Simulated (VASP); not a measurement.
# RbBr (Pm-3m) in VASP: notebook

Runs on RbBr. Level: PBEsol. Tasks: single point, relaxation of cell and atoms.

Everything below comes from runs of VASP 6.6.1. Logs are shortened: lines on timing, memory, paths and dates and some standing lists are left out, and cuts for length are marked.

### Step 1. The cell of the first run

Symmetry: Pm-3m, No. 221, cubic system. Conventional cell: a = 4.073 Å, b = 4.073 Å, c = 4.073 Å, α = 90.00°, β = 90.00°, γ = 90.00°. Within 4.6 Å of Rb (site symmetry m-3m) lie 8 Br at 3.53 Å and 6 Rb at 4.07 Å. Br (site symmetry m-3m) has 8 Rb at 3.53 Å and 6 Br at 4.07 Å within 4.6 Å.

### Step 2. Single point, PBEsol

INCAR

```
SYSTEM = RbBr
  PREC = Accurate
  ENCUT = 520
  EDIFF = 1E-6
  ISMEAR = 0
  SIGMA = 0.01
  LREAL = .FALSE.
  LASPH = .TRUE.
  NELM = 100
  ALGO = Normal
  ISIF = 2
  LWAVE = .FALSE.
  LCHARG = .FALSE.
  GGA = PS
  NBANDS = 15
```

KPOINTS

```
Automatic mesh
0
G
  6 6 6
  0 0 0
```

POSCAR

```
RbBr
1.0
    4.0730227173      0.0000000000      0.0000000000
    0.0000000000      4.0730227173      0.0000000000
    0.0000000000      0.0000000000      4.0730227173
Rb Br
1 1
Direct
    0.0000000000      0.0000000000      0.0000000000
    0.5000000000      0.5000000000      0.5000000000
```

Potentials or basis: VASP PAW PBE potentials, release 64 (Rb_sv, Br).

The run is started by

```console
$ cat potpaw_PBE.64/Rb_sv/POTCAR potpaw_PBE.64/Br/POTCAR > POTCAR
$ mpirun -np 1 vasp_std > vasp.out
```

OUTCAR:

```text
SYSTEM = RbBr
   PREC = Accurate
   ENCUT = 520
   EDIFF = 1E-6
   ISMEAR = 0
   LREAL = .FALSE.
   LASPH = .TRUE.
   NELM = 100
   ISIF = 2
   GGA = PS

 ion  position               nearest neighbor table
   1  0.000  0.000  0.000-   2 3.53   2 3.53   2 3.53   2 3.53   2 3.53   2 3.53   2 3.53   2 3.53

   2  0.500  0.500  0.500-   1 3.53   1 3.53   1 3.53   1 3.53   1 3.53   1 3.53   1 3.53   1 3.53

  LATTYP: Found a simple cubic cell.
 ALAT       =     4.0730227173

  Lattice vectors:

 A1 = (   4.0730227173,   0.0000000000,   0.0000000000)
 A2 = (   0.0000000000,   4.0730227173,   0.0000000000)
 A3 = (   0.0000000000,   0.0000000000,   4.0730227173)

Analysis of symmetry for initial positions (statically):
=====================================================================
 Subroutine PRICEL returns:
 Original cell was already a primitive cell.

 Routine SETGRP: Setting up the symmetry group for a
 simple cubic supercell.

 Subroutine GETGRP returns: Found 48 space group operations
 (whereof 48 operations were pure point group operations)
 out of a pool of 48 trial point group operations.

The static configuration has the point symmetry O_h .

Analysis of symmetry for dynamics (positions and initial velocities):
=====================================================================
 Subroutine PRICEL returns:
 Original cell was already a primitive cell.

 Routine SETGRP: Setting up the symmetry group for a
 simple cubic supercell.

 Subroutine GETGRP returns: Found 48 space group operations
 (whereof 48 operations were pure point group operations)
 out of a pool of 48 trial point group operations.

The dynamic configuration has the point symmetry O_h .

 Subroutine INISYM returns: Found 48 space group operations
 (whereof 48 operations are pure point group operations),
 and found     1 'primitive' translations

----------------------------------------------------------------------------------------

                                     Primitive cell

  volume of cell :      67.5695

  direct lattice vectors                    reciprocal lattice vectors
     4.073022717  0.000000000  0.000000000     0.245517904  0.000000000  0.000000000
     0.000000000  4.073022717  0.000000000     0.000000000  0.245517904  0.000000000
     0.000000000  0.000000000  4.073022717     0.000000000  0.000000000  0.245517904

  length of vectors
     4.073022717  4.073022717  4.073022717     0.245517904  0.245517904  0.245517904

  position of ions in fractional coordinates (direct lattice)
     0.000000000  0.000000000  0.000000000
     0.500000000  0.500000000  0.500000000

  ion indices of the primitive-cell ions
   primitive index   ion index
                 1           1
                 2           2

----------------------------------------------------------------------------------------

 KPOINTS: Automatic mesh

Automatic generation of k-mesh.
 Grid dimensions read from file:
 generate k-points for:    6    6    6

 Generating k-lattice:

  Cartesian coordinates                     Fractional coordinates (reciprocal lattice)
     0.040919651  0.000000000  0.000000000     0.166666667  0.000000000  0.000000000
     0.000000000  0.040919651  0.000000000     0.000000000  0.166666667  0.000000000
     0.000000000  0.000000000  0.040919651     0.000000000  0.000000000  0.166666667

  Length of vectors
     0.040919651  0.040919651  0.040919651

  Shift w.r.t. Gamma in fractional coordinates (k-lattice)
     0.000000000  0.000000000  0.000000000

 Subroutine IBZKPT returns following result:
 ===========================================

 Found     20 irreducible k-points:

 Following reciprocal coordinates:
            Coordinates               Weight
  0.000000  0.000000  0.000000      1.000000
  0.166667  0.000000  0.000000      6.000000
  0.333333  0.000000  0.000000      6.000000
  0.500000  0.000000  0.000000      3.000000
  0.166667  0.166667  0.000000     12.000000
  0.333333  0.166667  0.000000     24.000000
[... 12 lines left out ...]
  0.500000  0.500000  0.333333      6.000000
  0.500000  0.500000  0.500000      1.000000
   k-points           NKPTS =     20   k-points in BZ     NKDIM =     20   number of bands    NBANDS=     15
   number of dos      NEDOS =    301   number of ions     NIONS =      2
   total plane-waves  NPLWV =  27000
   dimension x,y,z NGX =    30 NGY =   30 NGZ =   30
   dimension x,y,z NGXF=    60 NGYF=   60 NGZF=   60
   ions per type =               1   1
   NGX,Y,Z   is equivalent  to a cutoff of  12.24, 12.24, 12.24 a.u.
   NGXF,Y,Z  is equivalent  to a cutoff of  24.49, 24.49, 24.49 a.u.
 SYSTEM =  RbBr
   PREC   = accura    normal or accurate (medium, high low for compatibility)
   ISTART =      0    job   : 0-new  1-cont  2-samecut
   ICHARG =      2    charge: 1-file 2-atom 10-const
   ISPIN  =      1    spin polarized calculation?
   LNONCOLLINEAR =      F non collinear calculations
   LSORBIT =      F    spin-orbit coupling
   LASPH  =      T    aspherical Exc in radial PAW
   ENCUT  =  520.0 eV  38.22 Ry    6.18 a.u.   7.57  7.57  7.57*2*pi/ulx,y,z
   NELM   =    100;   NELMIN=  2; NELMDL= -5     # of ELM steps
   EDIFF  = 0.1E-05   stopping-criterion for ELM
   LREAL  =      F    real-space projection
   EDIFFG = 0.1E-04   stopping-criterion for IOM
   NSW    =      0    number of steps for IOM
   IBRION =     -1    ionic relax: 0-MD 1-quasi-New 2-CG
   NFREE  =      0    steps in history (QN), initial steepest desc. (CG)
   ISIF   =      2    stress and relaxation
   ISYM   =      2    0-nonsym 1-usesym 2-fastsym
   POTIM  = 0.5000    time-step for ionic-motion
   TEBEG  =    0.0;   TEEND  =   0.0 temperature during run
   PSTRESS=    0.0 pullay stress
   NELECT =      16.0000    total number of electrons
   NUPDOWN=      -1.0000    fix difference up-down
   EMIN   =  10.00;   EMAX   =-10.00  energy-range for DOS
   EFERMI =   0.00;   METHOD = LEGACY
   ISMEAR =     0;   SIGMA  =   0.01  broadening in eV -4-tet -1-fermi 0-gaus
   EFERMI_NEDOS =   21; number of points for ismear=-14 and -15
   IALGO  =     38    algorithm
   IMIX   =      4    mixing-type and parameters
     AMIX     =   0.40;   BMIX     =  1.00
     AMIX_MAG =   1.60;   BMIX_MAG =  1.00
  volume/ion in A,a.u.               =      33.78       227.99
  Fermi-wavevector in a.u.,A,eV,Ry     =   1.012818  1.913948 13.956855  1.025800
  Thomas-Fermi vector in A             =   2.145950
   LORBIT       =      0    0 simple, 1 ext, 2 COOP (PROOUT), +10 PAW based schemes
   GGA     = PS    functional components
   LHFCALC =     F    Hartree Fock is set to
   AEXX    =    0.0000 exact exchange contribution
   IVDW    =     0    specifies the selected vdW correction
   LEPSILON=     F    determine dielectric tensor
   LRPA    =     F    only Hartree local field effects (RPA)
 non-spin polarized calculation
 Gauss-broadening in eV      SIGMA  =   0.01
  energy-cutoff  :      520.00
  volume of cell :       67.57
 maximum number of plane-waves:      1856
   NGX = 15   NGY = 15   NGZ = 15

 number of electron      15.9999999 magnetization

 Free energy of the ion-electron system (eV)
  ---------------------------------------------------
  ext. energy  EPLUGINS =         0.00000000
  ---------------------------------------------------
  free energy    TOTEN  =        -6.30100829 eV

  energy without entropy =       -6.30100829  energy(sigma->0) =       -6.30100829

 E-fermi :  -0.5255     XC(G=0):  -8.2911

 val. band max:       -0.5792279214   @ k =   0.5000   0.5000   0.0000
 cond. band min:       3.4529979724   @ k =   0.0000   0.0000   0.0000
 fundamental gap:      4.0322258938
 Fermi energy:        -0.5254892035

 k-point     1 :       0.0000    0.0000    0.0000
  band No.  band energies     occupation
      1     -25.5532      2.00000
      2     -13.2839      2.00000
      3      -9.5396      2.00000
      4      -9.5396      2.00000
      5      -9.5396      2.00000
      6      -0.7372      2.00000
      7      -0.7372      2.00000
      8      -0.7372      2.00000
      9       3.4530      0.00000
     10       4.8290      0.00000
     11       4.8290      0.00000
     12       9.4262      0.00000
     13       9.4262      0.00000
     14       9.4262      0.00000
     15      12.1790      0.00000

 k-point     2 :       0.1667    0.0000    0.0000
  band No.  band energies     occupation
      1     -25.5470      2.00000
      2     -13.2830      2.00000
      3      -9.5807      2.00000
      4      -9.5254      2.00000
      5      -9.5254      2.00000
      6      -1.2892      2.00000
      7      -0.7602      2.00000
      8      -0.7602      2.00000
      9       4.1442      0.00000
     10       5.0467      0.00000
     11       5.4780      0.00000
     12       9.2841      0.00000
     13       9.2841      0.00000
     14       9.5888      0.00000
     15      10.8136      0.00000

 k-point     3 :       0.3333    0.0000    0.0000
  band No.  band energies     occupation
      1     -25.5345      2.00000
      2     -13.2838      2.00000
      3      -9.6516      2.00000
      4      -9.4968      2.00000
      5      -9.4968      2.00000
      6      -2.1118      2.00000
      7      -0.8085      2.00000
      8      -0.8085      2.00000
      9       5.5111      0.00000
     10       5.6554      0.00000
     11       6.7853      0.00000
     12       8.9850      0.00000
     13       9.2158      0.00000
     14       9.2158      0.00000
     15       9.9948      0.00000
[... 271 lines left out ...]
 k-point    19 :       0.5000    0.5000    0.3333
  band No.  band energies     occupation
      1     -25.4894      2.00000
      2     -12.9809      2.00000
      3      -9.8228      2.00000
      4      -9.8228      2.00000
      5      -9.7115      2.00000
      6      -1.9576      2.00000
      7      -1.9576      2.00000
      8      -1.7438      2.00000
      9       6.5741      0.00000
     10       7.4625      0.00000
     11       7.4625      0.00000
     12       8.0270      0.00000
     13       9.3531      0.00000
     14       9.3531      0.00000
     15      11.7206      0.00000

 k-point    20 :       0.5000    0.5000    0.5000
  band No.  band energies     occupation
      1     -25.4840      2.00000
      2     -12.9498      2.00000
      3      -9.7963      2.00000
      4      -9.7963      2.00000
      5      -9.7963      2.00000
      6      -2.0451      2.00000
      7      -2.0451      2.00000
      8      -2.0451      2.00000
      9       7.6455      0.00000
     10       7.6455      0.00000
     11       7.6455      0.00000
     12       8.9031      0.00000
     13       8.9031      0.00000
     14       8.9031      0.00000
     15      11.8152      0.00000

------------------------ aborting loop because EDIFF is reached ----------------------------------------

  FORCE on cell =-STRESS in cart. coord.  units (eV):
  Direction    XX          YY          ZZ          XY          YZ          ZX
  --------------------------------------------------------------------------------------
  -------------------------------------------------------------------------------------
  Total        0.0166199      0.0166199      0.0166199      0.0000000      0.0000000     -0.0000000
  in kB        0.3940845      0.3940845      0.3940845      0.0000000      0.0000000     -0.0000000
  external PRESSURE =       0.3940845 kB  Pullay stress =       0.0000000 kB

 VOLUME and BASIS-vectors are now :
 -----------------------------------------------------------------------------
  energy-cutoff  :      520.00
  volume of cell :       67.57
      direct lattice vectors                 reciprocal lattice vectors
     4.073022717  0.000000000  0.000000000     0.245517904  0.000000000  0.000000000
     0.000000000  4.073022717  0.000000000     0.000000000  0.245517904  0.000000000
     0.000000000  0.000000000  4.073022717     0.000000000  0.000000000  0.245517904

 POSITION                                       TOTAL-FORCE (eV/Angst)
 -----------------------------------------------------------------------------------
      0.00000      0.00000      0.00000         0.000000      0.000000      0.000000
      2.03651      2.03651      2.03651         0.000000      0.000000      0.000000
 -----------------------------------------------------------------------------------
    total drift:                                0.000000      0.000000     -0.000000

  FREE ENERGIE OF THE ION-ELECTRON SYSTEM (eV)
  ---------------------------------------------------
  free  energy   TOTEN  =        -6.3010082892 eV

  energy  without entropy=       -6.3010082892  energy(sigma->0) =       -6.30100829
```

Wall time 13 s (1 thread of Intel Xeon 6975P-C (Granite Rapids), shared host); peak memory 0.16 GiB.

What came out:

- Free energy: -6.3010 eV
- Pressure: 0.0 GPa
- Band gap on the k mesh: 4.03 eV, indirect (least direct gap 4.19 eV)

Levels at points of the mesh, in eV from the valence-band top:
```tsv
k point	band 6	band 7	band 8	band 9	band 10	band 11
(0.00, 0.00, 0.00)	-0.16	-0.16	-0.16	4.03	5.41	5.41
(0.50, 0.00, 0.00)	-1.87	-0.25	-0.25	6.79	7.11	7.75
(0.50, 0.50, 0.00)	-1.12	-1.12	0.00	5.19	6.12	7.92
(0.50, 0.50, 0.50)	-1.47	-1.47	-1.47	8.22	8.22	8.22
```

Caveat: the PAW data sets were made with another functional, which shifts forces and pressure a little. A k mesh can miss the band edges.

(Continued in part 2 of 2.)
